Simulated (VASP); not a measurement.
# BN (P6_3mc) in VASP: notebook

The runs below take BN through single point, with PBE.

Program: VASP 6.6.1. These are calculated values, not measurements. Logs are shortened: lines on timing, memory, paths and dates and some standing lists are left out, and cuts for length are marked.

## Step 1: The cell of the first run

The structure is hexagonal, space group P6_3mc (No. 186). The conventional cell has a = 2.544 Å, b = 2.544 Å, c = 4.208 Å, α = 90.00°, β = 90.00°, γ = 120.00°. B (site symmetry 3m) has 4 N at 1.56 to 1.58 Å within 2.1 Å. N (site symmetry 3m) has 4 B at 1.56 to 1.58 Å within 2.1 Å.

## Step 2: Single point, PBE

INCAR

```
PREC = Accurate
ENCUT = 520
EDIFF = 1E-6
ISMEAR = -1
SIGMA = 0.02
LREAL = False
LASPH = True
NELM = 80
ALGO = Normal
ISIF = 2
LWAVE = False
LCHARG = False
GGA = PE
NBANDS = 16
```

KPOINTS

```
Automatic mesh
0
Gamma
  12 12 6
```

POSCAR

```
BN
1.0
    2.5439500013      0.0000000000      0.0000000000
   -1.2719750007      2.2031253271      0.0000000000
    0.0000000000      0.0000000000      4.2078153363
B N
2 2
Direct
    0.3333333333      0.6666666667      0.0002034648
    0.6666666667      0.3333333333      0.5002034648
    0.3333333333      0.6666666667      0.3747965352
    0.6666666667      0.3333333333      0.8747965352
```

Potentials or basis: VASP PAW PBE potentials, release 64 (B, N).

Run with:

```sh
$ cat potpaw_PBE.64/B/POTCAR potpaw_PBE.64/N/POTCAR > POTCAR
$ mpirun -np 1 vasp_std > vasp.out
```

OUTCAR:

```text
PREC = Accurate
   ENCUT = 520
   EDIFF = 1E-6
   ISMEAR = -1
   LREAL = False
   LASPH = True
   NELM = 80
   ISIF = 2
   GGA = PE

 ion  position               nearest neighbor table
   1  0.333  0.667  0.000-   4 1.56   4 1.56   4 1.56   3 1.58
   2  0.667  0.333  0.500-   3 1.56   3 1.56   3 1.56   4 1.58
   3  0.333  0.667  0.375-   2 1.56   2 1.56   2 1.56   1 1.58
   4  0.667  0.333  0.875-   1 1.56   1 1.56   1 1.56   2 1.58

  LATTYP: Found a hexagonal cell.
 ALAT       =     2.5439500013
 C/A-ratio  =     1.6540479703

  Lattice vectors:

 A1 = (   2.5439500013,   0.0000000000,   0.0000000000)
 A2 = (  -1.2719750007,   2.2031253271,   0.0000000000)
 A3 = (   0.0000000000,   0.0000000000,   4.2078153363)

Analysis of symmetry for initial positions (statically):
=====================================================================
 Subroutine PRICEL returns:
 Original cell was already a primitive cell.

 Routine SETGRP: Setting up the symmetry group for a
 hexagonal supercell.

 Subroutine GETGRP returns: Found 12 space group operations
 (whereof  6 operations were pure point group operations)
 out of a pool of 24 trial point group operations.

The static configuration has the point symmetry C_3v.
 The point group associated with its full space group is C_6v.

Analysis of symmetry for dynamics (positions and initial velocities):
=====================================================================
 Subroutine PRICEL returns:
 Original cell was already a primitive cell.

 Routine SETGRP: Setting up the symmetry group for a
 hexagonal supercell.

 Subroutine GETGRP returns: Found 12 space group operations
 (whereof  6 operations were pure point group operations)
 out of a pool of 24 trial point group operations.

The dynamic configuration has the point symmetry C_3v.
 The point group associated with its full space group is C_6v.

 Subroutine INISYM returns: Found 12 space group operations
 (whereof  6 operations are pure point group operations),
 and found     1 'primitive' translations

----------------------------------------------------------------------------------------

                                     Primitive cell

  volume of cell :      23.5833

  direct lattice vectors                    reciprocal lattice vectors
     2.543950001  0.000000000  0.000000000     0.393089487  0.226950321  0.000000000
    -1.271975001  2.203125327  0.000000000     0.000000000  0.453900642  0.000000000
     0.000000000  0.000000000  4.207815336     0.000000000  0.000000000  0.237653015

  length of vectors
     2.543950001  2.543950001  4.207815336     0.453900642  0.453900642  0.237653015

  position of ions in fractional coordinates (direct lattice)
     0.333333333  0.666666667  0.000203465
     0.666666667  0.333333333  0.500203465
     0.333333333  0.666666667  0.374796535
     0.666666667  0.333333333  0.874796535

  ion indices of the primitive-cell ions
   primitive index   ion index
                 1           1
                 2           2
                 3           3
                 4           4

----------------------------------------------------------------------------------------

 KPOINTS: Automatic mesh

Automatic generation of k-mesh.
 Grid dimensions read from file:
 generate k-points for:   12   12    6

 Generating k-lattice:

  Cartesian coordinates                     Fractional coordinates (reciprocal lattice)
     0.032757457  0.018912527  0.000000000     0.083333333  0.000000000  0.000000000
     0.000000000  0.037825053  0.000000000     0.000000000  0.083333333  0.000000000
     0.000000000  0.000000000  0.039608836     0.000000000  0.000000000  0.166666667

  Length of vectors
     0.037825053  0.037825053  0.039608836

  Shift w.r.t. Gamma in fractional coordinates (k-lattice)
     0.000000000  0.000000000  0.000000000

 Subroutine IBZKPT returns following result:
 ===========================================

 Found     76 irreducible k-points:

 Following reciprocal coordinates:
            Coordinates               Weight
  0.000000  0.000000  0.000000      1.000000
  0.083333 -0.000000  0.000000      6.000000
  0.166667  0.000000  0.000000      6.000000
  0.250000 -0.000000  0.000000      6.000000
  0.333333 -0.000000  0.000000      6.000000
  0.416667  0.000000  0.000000      6.000000
[... 16 lines left out ...]
  0.250000 -0.000000  0.166667     12.000000
  0.333333 -0.000000  0.166667     12.000000
 [... further k-points ...]
   k-points           NKPTS =     76   k-points in BZ     NKDIM =     76   number of bands    NBANDS=     16
   number of dos      NEDOS =    301   number of ions     NIONS =      4
   total plane-waves  NPLWV =  12800
   dimension x,y,z NGX =    20 NGY =   20 NGZ =   32
   dimension x,y,z NGXF=    40 NGYF=   40 NGZF=   64
   ions per type =               2   2
   NGX,Y,Z   is equivalent  to a cutoff of  13.07, 13.07, 12.64 a.u.
   NGXF,Y,Z  is equivalent  to a cutoff of  26.14, 26.14, 25.29 a.u.
 SYSTEM =  unknown system
   PREC   = accura    normal or accurate (medium, high low for compatibility)
   ISTART =      0    job   : 0-new  1-cont  2-samecut
   ICHARG =      2    charge: 1-file 2-atom 10-const
   ISPIN  =      1    spin polarized calculation?
   LNONCOLLINEAR =      F non collinear calculations
   LSORBIT =      F    spin-orbit coupling
   LASPH  =      T    aspherical Exc in radial PAW
   ENCUT  =  520.0 eV  38.22 Ry    6.18 a.u.   4.73  4.73  7.82*2*pi/ulx,y,z
   NELM   =     80;   NELMIN=  2; NELMDL= -5     # of ELM steps
   EDIFF  = 0.1E-05   stopping-criterion for ELM
   LREAL  =      F    real-space projection
   EDIFFG = 0.1E-04   stopping-criterion for IOM
   NSW    =      0    number of steps for IOM
   IBRION =     -1    ionic relax: 0-MD 1-quasi-New 2-CG
   NFREE  =      0    steps in history (QN), initial steepest desc. (CG)
   ISIF   =      2    stress and relaxation
   ISYM   =      2    0-nonsym 1-usesym 2-fastsym
   POTIM  = 0.5000    time-step for ionic-motion
   TEBEG  =    0.0;   TEEND  =   0.0 temperature during run
   PSTRESS=    0.0 pullay stress
   NELECT =      16.0000    total number of electrons
   NUPDOWN=      -1.0000    fix difference up-down
   EMIN   =  10.00;   EMAX   =-10.00  energy-range for DOS
   EFERMI =   0.00;   METHOD = LEGACY
   ISMEAR =    -1;   SIGMA  =   0.02  broadening in eV -4-tet -1-fermi 0-gaus
   EFERMI_NEDOS =   21; number of points for ismear=-14 and -15
   IALGO  =     38    algorithm
   IMIX   =      4    mixing-type and parameters
     AMIX     =   0.40;   BMIX     =  1.00
     AMIX_MAG =   1.60;   BMIX_MAG =  1.00
  volume/ion in A,a.u.               =       5.90        39.79
  Fermi-wavevector in a.u.,A,eV,Ry     =   1.438512  2.718393 28.154745  2.069315
  Thomas-Fermi vector in A             =   2.557470
   LORBIT       =      0    0 simple, 1 ext, 2 COOP (PROOUT), +10 PAW based schemes
   GGA     = PE    functional components
   LHFCALC =     F    Hartree Fock is set to
   AEXX    =    0.0000 exact exchange contribution
   IVDW    =     0    specifies the selected vdW correction
   LEPSILON=     F    determine dielectric tensor
   LRPA    =     F    only Hartree local field effects (RPA)
 non-spin polarized calculation
  energy-cutoff  :      520.00
  volume of cell :       23.58
 maximum number of plane-waves:       652
 NGX is ok and might be reduce to    20
   NGX =  9   NGY =  9   NGZ = 15

 number of electron      16.0000000 magnetization

 Free energy of the ion-electron system (eV)
  ---------------------------------------------------
  ext. energy  EPLUGINS =         0.00000000
  ---------------------------------------------------
  free energy    TOTEN  =       -34.82759284 eV

  energy without entropy =      -34.82759284  energy(sigma->0) =      -34.82759284

 E-fermi :   7.9806     XC(G=0): -12.8219

 val. band max:        7.5827672028   @ k =   0.0000   0.0000   0.0000
 cond. band min:      12.7723188902   @ k =   0.3333   0.3333   0.0000
 fundamental gap:      5.1895516874
 Fermi energy:         7.9805885551

 k-point     1 :       0.0000    0.0000    0.0000
  band No.  band energies     occupation
      1     -12.8454      2.00000
      2      -8.6822      2.00000
      3      -3.3541      2.00000
      4       5.4547      2.00000
      5       5.4547      2.00000
      6       7.3144      2.00000
[... 8 lines left out ...]
     15      19.5005      0.00000
     16      23.8289      0.00000

 k-point     2 :       0.0833   -0.0000    0.0000
  band No.  band energies     occupation
      1     -12.6940      2.00000
      2      -8.5660      2.00000
      3      -3.2041      2.00000
      4       4.7614      2.00000
      5       5.1711      2.00000
      6       7.0069      2.00000
[... 8 lines left out ...]
     15      19.9424      0.00000
     16      23.5977      0.00000

 k-point     3 :       0.1667    0.0000    0.0000
  band No.  band energies     occupation
      1     -12.2445      2.00000
      2      -8.2335      2.00000
      3      -2.7597      2.00000
      4       3.0946      2.00000
      5       4.5059      2.00000
      6       5.5914      2.00000
[... 8 lines left out ...]
     15      21.0924      0.00000
     16      22.9310      0.00000

 k-point     4 :       0.2500   -0.0000    0.0000
  band No.  band energies     occupation
      1     -11.5141      2.00000
      2      -7.7474      2.00000
      3      -2.0420      2.00000
      4       1.1206      2.00000
      5       3.7615      2.00000
      6       3.8210      2.00000
[... 8 lines left out ...]
     15      22.5801      0.00000
     16      23.0317      0.00000
[... 324 lines left out ...]
 k-point    22 :       0.1667    0.0000    0.1667
  band No.  band energies     occupation
      1     -12.0811      2.00000
      2      -8.7640      2.00000
      3      -1.9644      2.00000
      4       3.2396      2.00000
      5       4.6377      2.00000
      6       5.1509      2.00000
[... 8 lines left out ...]
     15      20.7767      0.00000
     16      22.9155      0.00000

 k-point    23 :       0.2500   -0.0000    0.1667
  band No.  band energies     occupation
      1     -11.3557      2.00000
      2      -8.2187      2.00000
      3      -1.3934      2.00000
      4       1.3395      2.00000
      5       3.3860      2.00000
      6       3.9006      2.00000
[... 8 lines left out ...]
     15      22.2436      0.00000
     16      23.1100      0.00000

 k-point    24 :       0.3333   -0.0000    0.1667
  band No.  band energies     occupation
      1     -10.3961      2.00000
      2      -7.6331      2.00000
      3      -1.2476      2.00000
      4       0.2028      2.00000
      5       1.6021      2.00000
      6       3.2788      2.00000
[... 8 lines left out ...]
     15      23.6346      0.00000
     16      23.9118      0.00000

 [... further k-points ...]

------------------------ aborting loop because EDIFF is reached ----------------------------------------

  FORCE on cell =-STRESS in cart. coord.  units (eV):
  Direction    XX          YY          ZZ          XY          YZ          ZX
  --------------------------------------------------------------------------------------
  -------------------------------------------------------------------------------------
  Total        0.7348532      0.7348532      0.7105041     -0.0000000      0.0000000      0.0000000
  in kB       49.9236950     49.9236950     48.2694930     -0.0000000      0.0000000      0.0000000
  external PRESSURE =      49.3722944 kB  Pullay stress =       0.0000000 kB

 VOLUME and BASIS-vectors are now :
 -----------------------------------------------------------------------------
  energy-cutoff  :      520.00
  volume of cell :       23.58
      direct lattice vectors                 reciprocal lattice vectors
     2.543950001  0.000000000  0.000000000     0.393089487  0.226950321  0.000000000
    -1.271975001  2.203125327  0.000000000     0.000000000  0.453900642  0.000000000
     0.000000000  0.000000000  4.207815336     0.000000000  0.000000000  0.237653015

 POSITION                                       TOTAL-FORCE (eV/Angst)
 -----------------------------------------------------------------------------------
     -0.00000      1.46875      0.00086         0.000000     -0.000000      0.008930
      1.27198      0.73438      2.10476         0.000000     -0.000000      0.008930
     -0.00000      1.46875      1.57707         0.000000      0.000000     -0.008930
      1.27198      0.73438      3.68098        -0.000000      0.000000     -0.008930
 -----------------------------------------------------------------------------------
    total drift:                               -0.000000     -0.000000     -0.000416

  FREE ENERGIE OF THE ION-ELECTRON SYSTEM (eV)
  ---------------------------------------------------
  free  energy   TOTEN  =       -34.8275928437 eV

  energy  without entropy=      -34.8275928436  energy(sigma->0) =      -34.82759284
```

Run time: 15 s. Hardware: 1 thread of Intel Xeon 6975P-C, shared host; peak memory 0.14 GiB.

What came out:

```
Free energy            : -34.8276 eV
Pressure               : 4.9 GPa
Largest force          : 0.009 eV/Å
Band gap on the k mesh : 5.19 eV, indirect (least direct gap 8.30 eV)
```

Forces in eV/Å, atoms in the order of the input:
```
B    0.000  0.000  0.009
B    0.000  0.000  0.009
N    0.000  0.000 -0.009
N    0.000  0.000 -0.009
```

A k mesh can miss the band edges. Expect the measured gap to be larger: semilocal functionals such as PBE lack the derivative discontinuity.

[end of part 1 of 2]
